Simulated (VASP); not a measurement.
# KF (WC type) (P-6m2) in VASP: a series of runs, part 2 of 2

VASP 6.6.1. Earlier steps stand in the parts before.

## Step 3: Relaxation of cell and atoms, PBE, target pressure 7.7 GPa, at which the enthalpy is minimised

This run uses another cell than the first one, of 16.73 Å³/atom.

The input, INCAR:

```
PREC = Accurate
ENCUT = 600
EDIFF = 1E-7
ISMEAR = -1
SIGMA = 0.05
LREAL = False
LASPH = True
NELM = 60
ALGO = Normal
ISIF = 3
LWAVE = False
LCHARG = False
GGA = PE
IBRION = 2
NSW = 60
EDIFFG = -0.005
PSTRESS = 77.0
```

The input, KPOINTS:

```
regular mesh
0
Gamma
  15 15 13
```

The input, POSCAR:

```
KF
1.0
    3.4037464389      0.0000000000      0.0000000000
   -1.7018732194      2.9477308841      0.0000000000
    0.0000000000      0.0000000000      3.3356715101
K F
1 1
Direct
    0.0000000000      0.0000000000      0.0000000000
    0.3333333333      0.6666666667      0.5000000000
```

Potentials or basis: VASP PAW PBE potentials, release 64 (K_sv, F).

Run with:

```
$ cat potpaw_PBE.64/K_sv/POTCAR potpaw_PBE.64/F/POTCAR > POTCAR
$ mpirun -np 1 vasp_std > vasp.out
```

OUTCAR:

```text
PREC = Accurate
   ENCUT = 600
   EDIFF = 1E-7
   ISMEAR = -1
   LREAL = False
   LASPH = True
   NELM = 60
   ISIF = 3
   GGA = PE
   IBRION = 2
   NSW = 60
   EDIFFG = -0.005
   PSTRESS = 77.0

 ion  position               nearest neighbor table
   1  0.000  0.000  0.000-   2 2.58   2 2.58   2 2.58   2 2.58   2 2.58   2 2.58
   2  0.333  0.667  0.500-   1 2.58   1 2.58   1 2.58   1 2.58   1 2.58   1 2.58

  LATTYP: Found a hexagonal cell.
 ALAT       =     3.4037464389
 C/A-ratio  =     0.9800000000

  Lattice vectors:

 A1 = (   3.4037464389,   0.0000000000,   0.0000000000)
 A2 = (  -1.7018732194,   2.9477308841,   0.0000000000)
 A3 = (   0.0000000000,   0.0000000000,   3.3356715101)

Analysis of symmetry for initial positions (statically):
=====================================================================
 Subroutine PRICEL returns:
 Original cell was already a primitive cell.

 Routine SETGRP: Setting up the symmetry group for a
 hexagonal supercell.

 Subroutine GETGRP returns: Found 12 space group operations
 (whereof 12 operations were pure point group operations)
 out of a pool of 24 trial point group operations.

The static configuration has the point symmetry D_3h.

[... 171 lines left out ...]
  external PRESSURE =      -9.9444421 kB  Pullay stress =      77.0000000 kB
[... 215 lines left out ...]
--------------------------------------- Ionic step        7  -------------------------------------------

 number of electron      16.0000000 magnetization

 Free energy of the ion-electron system (eV)
  ---------------------------------------------------
  ext. energy  EPLUGINS =         0.00000000
  ---------------------------------------------------
  free energy    TOTEN  =        -8.03531023 eV

  energy without entropy =       -8.03531023  energy(sigma->0) =       -8.03531023

 E-fermi :  -1.0164     XC(G=0):  -9.0803

 val. band max:       -2.1221822988   @ k =   0.0000   0.0000   0.0000
 cond. band min:       4.4045921459   @ k =   0.0000   0.0000   0.0000
 fundamental gap:      6.5267744447
 Fermi energy:        -1.0163970014

 k-point     1 :       0.0000    0.0000    0.0000
  band No.  band energies     occupation
      1     -28.3786      2.00000
      2     -21.0318      2.00000
      3     -11.4494      2.00000
      4     -11.4494      2.00000
      5     -11.3801      2.00000
      6      -2.3844      2.00000
      7      -2.3844      2.00000
      8      -2.1222      2.00000
      9       4.4046      0.00000
     10       6.8991      0.00000
     11       9.7854      0.00000
     12       9.7854      0.00000
[... 331 lines left out ...]
 k-point    24 :       0.4000    0.2000    0.0000
  band No.  band energies     occupation
      1     -28.1846      2.00000
      2     -21.1771      2.00000
      3     -12.0986      2.00000
      4     -11.6952      2.00000
      5     -11.1857      2.00000
      6      -2.9854      2.00000
      7      -2.4574      2.00000
      8      -2.4398      2.00000
      9       6.7176      0.00000
     10       8.4960      0.00000
     11       9.4058      0.00000
     12      10.6621      0.00000

 [... further k-points ...]

------------------------ aborting loop because EDIFF is reached ----------------------------------------

  FORCE on cell =-STRESS in cart. coord.  units (eV):
  Direction    XX          YY          ZZ          XY          YZ          ZX
  --------------------------------------------------------------------------------------
  -------------------------------------------------------------------------------------
  Total        1.5943509      1.5943509      1.5931777      0.0000000      0.0000000      0.0000000
  in kB       76.9995709     76.9995709     76.9429085      0.0000000      0.0000000      0.0000000
  external PRESSURE =      -0.0193166 kB  Pullay stress =      77.0000000 kB
[... 21 lines left out ...]
  energy  without entropy=       -8.0353102272  energy(sigma->0) =       -8.03531023

  enthalpy is  TOTEN    =        -6.4409504378 eV   P V=        1.5943597894

 reached required accuracy - stopping structural energy minimisation
```

OSZICAR:

```text
N       E                     dE             d eps       ncg     rms          rms(c)
DAV:   1     0.128399624155E+03    0.12840E+03   -0.94813E+03  4536   0.148E+03
[... 66 lines left out ...]
DAV:   1    -0.803542129961E+01    0.11213E-02   -0.47010E-03  4660   0.751E-01    0.790E-02
DAV:   2    -0.803533018119E+01    0.91118E-04   -0.27730E-04  5316   0.167E-01    0.302E-02
DAV:   3    -0.803531166757E+01    0.18514E-04   -0.19887E-05  6288   0.535E-02    0.180E-02
DAV:   4    -0.803530893653E+01    0.27310E-05   -0.96327E-06  8032   0.271E-02    0.111E-02
DAV:   5    -0.803530998544E+01   -0.10489E-05   -0.64672E-07  5544   0.953E-03    0.120E-03
DAV:   6    -0.803531014250E+01   -0.15706E-06   -0.92974E-08  3812   0.367E-03    0.409E-04
DAV:   7    -0.803531022717E+01   -0.84670E-07   -0.32762E-08  2532   0.164E-03
   7 F= -.64409504E+01 E0= -.64409504E+01  d E =-.101735E-04
```

CONTCAR:

```text
KF
   1.00000000000000
     3.4447150886316873    0.0000000000143047    0.0000000000000000
    -1.7223575442528536    2.9832107755049133    0.0000000000000000
     0.0000000000000000    0.0000000000000000    3.2282632596062255
  K               F
     1     1
Direct
     0.0000000000000000    1.0000000000000000    0.0000000000000000
     0.3333333332999970    0.6666666667000030    0.5000000000000000

  0.00000000E+00  0.00000000E+00  0.00000000E+00
  0.00000000E+00  0.00000000E+00  0.00000000E+00
```

Wall time 2.6 min (1 thread of Intel Xeon 6975P-C (Granite Rapids), shared host); peak memory 0.24 GiB.

What came out:

```
Free energy                                                : -8.0353 eV
Relaxed volume                                             : 16.59 Å³/atom
Relaxed cell                                               : a = 3.445 Å, b = 3.445 Å, c = 3.228 Å, α = 90.00°, β = 90.00°, γ = 120.00°
Space group after relaxing (to 0.1 Å)                      : P-6m2 (No. 187)
Energy change on relaxing (the run minimises the enthalpy) : +1.6 meV/atom
Ionic steps                                                : 7
Pressure after relaxing                                    : 7.7 GPa
Band gap on the k mesh                                     : 6.53 eV
```

Step by step:
| step | energy change (eV) | largest force (eV/Å) | pressure (GPa) | volume (Å³) |
| --- | --- | --- | --- | --- |
| 1 | 0.0000 | 0.0000 | 6.71 | 33.47 |
| 2 | 0.0169 | 0.0000 | 7.80 | 32.96 |
| 3 | 0.0290 | 0.0000 | 8.44 | 32.69 |
| 4 | 0.0136 | 0.0000 | 8.00 | 32.97 |
| 5 | 0.0014 | 0.0000 | 7.63 | 33.21 |
| 6 | 0.0019 | 0.0000 | 7.64 | 33.20 |
| 7 | 0.0031 | 0.0000 | 7.70 | 33.17 |

Final structure:
```cif
data_structure
_symmetry_space_group_name_H-M 'P 1'
_symmetry_Int_Tables_number 1
_cell_length_a 3.4447
_cell_length_b 3.4447
_cell_length_c 3.2283
_cell_angle_alpha 90.000
_cell_angle_beta 90.000
_cell_angle_gamma 120.000
_cell_volume 33.17
loop_
_atom_site_label
_atom_site_type_symbol
_atom_site_fract_x
_atom_site_fract_y
_atom_site_fract_z
_atom_site_occupancy
K1 K 0.00000 0.00000 0.00000 1
F1 F 0.33333 0.66667 0.50000 1
```

Caveat: the cell is relaxed towards a set pressure, so the run minimises the enthalpy, not the energy; an odd mesh through Γ misses points on the zone boundary, where band edges can lie.
